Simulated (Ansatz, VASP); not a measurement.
## Mg: VASP beside Ansatz

File INCAR:

```
  PREC = Accurate
  ENCUT = 600
  EDIFF = 1E-7
  ISMEAR = -1
  SIGMA = 0.05
  LREAL = F
  LASPH = T
  NELM = 60
  ALGO = Normal
  ISIF = 3
  LWAVE = F
  LCHARG = F
  GGA = PE
  IVDW = 13
  IBRION = 2
  NSW = 80
  EDIFFG = -0.01
```

Contents of KPOINTS:

```
regular mesh
0
Gamma
  10 10 10
```

POSCAR

```
Mg
1.0
    0.0000000000      2.2442560000      2.2442560000
    2.2442560000      0.0000000000      2.2442560000
    2.2442560000      2.2442560000      0.0000000000
Mg
1
Direct
    0.0000000000      0.0000000000      0.0000000000
```

File input.yaml:

```yaml
crystal:
  lattice:
    - [0.0, 2.244256, 2.244256]
    - [2.244256, 0.0, 2.244256]
    - [2.244256, 2.244256, 0.0]
  atoms:
    - { symbol: Mg, position: [0.0, 0.0, 0.0] }
kpoints:
  mp_grid: { grid: [10, 10, 10] }
scf:
  occupations: { method: fermi_dirac, width: 0.05 }
hamiltonian:
  xc: pbe
  dispersion: d4
  pseudopotentials: { kind: all_electron, lapw: { basis_error: 0.001 } }
output:
  forces: true
  stress: true
relax:
  f_tol: 0.01
  max_steps: 60
  cell: {}
```

Alike in both runs: task relaxation of cell and atoms; functional PBE; dispersion D4; k mesh 10 × 10 × 10; occupations fermi-dirac, width 0.05 eV; no spin polarisation.

|  | VASP | Ansatz |
| --- | --- | --- |
| version | VASP 6.6.1 | Ansatz 0.2.0 |
| potentials or method | VASP PAW PBE potentials, release 64 (Mg), cutoff 600 eV | all-electron LAPW, scalar-relativistic |

|  | VASP | Ansatz | Ansatz less VASP |
| --- | --- | --- | --- |
| relaxed volume (Å³/atom) | 22.68 | 22.76 | +0.085 |
| relaxed cell length with the largest relative difference (Å) | 3.177 | 3.181 | +0.0040 |

Ansatz ran all-electron here, and VASP with PAW potentials.
